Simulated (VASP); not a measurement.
Wanted: the native input for a VASP 6.6.1 run.

```
Task                   : single point
Functional             : PBEsol
Potentials or basis    : VASP PAW PBE potentials, release 64 (Be, C)
Cutoff                 : 520 eV
k mesh                 : 10 × 10 × 10
Occupations            : gaussian, width 0.01 eV
Spin                   : no spin polarisation
Dipole correction      : no
Further INCAR settings : ALGO = Normal; EDIFF = 1e-06; NBANDS = 12
```

The structure of BeC2 lies in POSCAR:

```
BeC2
1.0
   -1.6282243607      1.6282243607      2.3363146420
    1.6282243607     -1.6282243607      2.3363146420
    1.6282243607      1.6282243607     -2.3363146420
Be C
1 2
Direct
    0.0000000000      0.0000000000      0.0000000000
    0.6339389466      0.6339389466      0.0000000000
    0.3660610534      0.3660610534      0.0000000000
```

These files were run (other wordings do the same):

INCAR

```
ALGO = Normal ; EDIFF = 1E-6
ENCUT = 520 ; GGA = PS
ISIF = 2 ; ISMEAR = 0
LASPH = True ; LCHARG = False
LREAL = False ; LWAVE = False
NBANDS = 12 ; NELM = 100
PREC = Accurate ; SIGMA = 0.01
```

KPOINTS

```
k-points
0
Gamma
  10 10 10
```

Potentials or basis: VASP PAW PBE potentials, release 64 (Be, C).

Run with:

```bash
$ cat potpaw_PBE.64/Be/POTCAR potpaw_PBE.64/C/POTCAR > POTCAR
$ mpirun -np 1 vasp_std > vasp.out
```

It gave:

- Pressure: 13.4 GPa
- Largest force: 0.132 eV/Å
- Band gap on the k mesh: 0.34 eV, indirect (least direct gap 2.46 eV)

Caveat: the PAW data sets were made with another functional, which shifts forces and pressure a little.

Wall time 14 s on 1 thread of Intel(R) Xeon(R) Platinum 8259CL CPU @ 2.50GHz (Skylake/Cascade Lake) (shared host), peak memory 0.15 GiB.
